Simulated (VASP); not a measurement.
Set up this calculation in VASP 6.6.1, as the native input.

| Property | Result |
| --- | --- |
| Task | single point |
| Functional | PBE |
| Potentials or basis | VASP PAW PBE potentials, release 64 (Bi_d, Te) |
| Cutoff | 520 eV |
| k mesh | 14 × 14 × 14 |
| Occupations | gaussian, width 0.15 eV |
| Spin | no spin polarisation |
| Dipole correction | no |
| Further INCAR settings | ALGO = Normal; EDIFF = 1e-07; NBANDS = 18 |

The structure of BiTe lies in POSCAR:

```
BiTe
1.0
    0.0000000000      3.2350000000      3.1379500000
    3.2350000000      0.0000000000      3.1379500000
    3.2350000000      3.2350000000      0.0000000000
Bi Te
1 1
Direct
    0.0000000000      0.0000000000      0.0000000000
    0.5000000000      0.5000000000      0.5000000000
```

This cell differs from its parent crystal: strain +0.000 along x and y, -0.030 along z.

The input as run:

INCAR

```
SYSTEM = BiTe
PREC = Accurate
ENCUT = 520
EDIFF = 1E-7
ISMEAR = 0
SIGMA = 0.15
LREAL = .False.
LASPH = .True.
NELM = 80
ALGO = Normal
ISIF = 2
LWAVE = .False.
LCHARG = .False.
GGA = PE
NBANDS = 18
```

KPOINTS

```
regular mesh
0
Gamma
  14 14 14
  0 0 0
```

Potentials or basis: VASP PAW PBE potentials, release 64 (Bi_d, Te).

Run with:

```sh
$ cat potpaw_PBE.64/Bi_d/POTCAR potpaw_PBE.64/Te/POTCAR > POTCAR
$ mpirun -np 1 vasp_std > vasp.out
```

Results of the run:

```json
{
 "Pressure": "2.5 GPa",
 "Band gap on the k mesh": "zero (an odd number of electrons rules out a gap without spin polarisation)"
}
```

Caveat: the cell differs from its parent crystal (strain +0.000 along x and y, -0.030 along z); spin-orbit coupling is left out, which moves the levels of the heavy elements.

Run time: 3.2 min on 1 thread of Intel(R) Xeon(R) Platinum 8124M CPU @ 3.00GHz (Skylake/Cascade Lake), with other jobs on the host, peak memory 0.42 GiB.
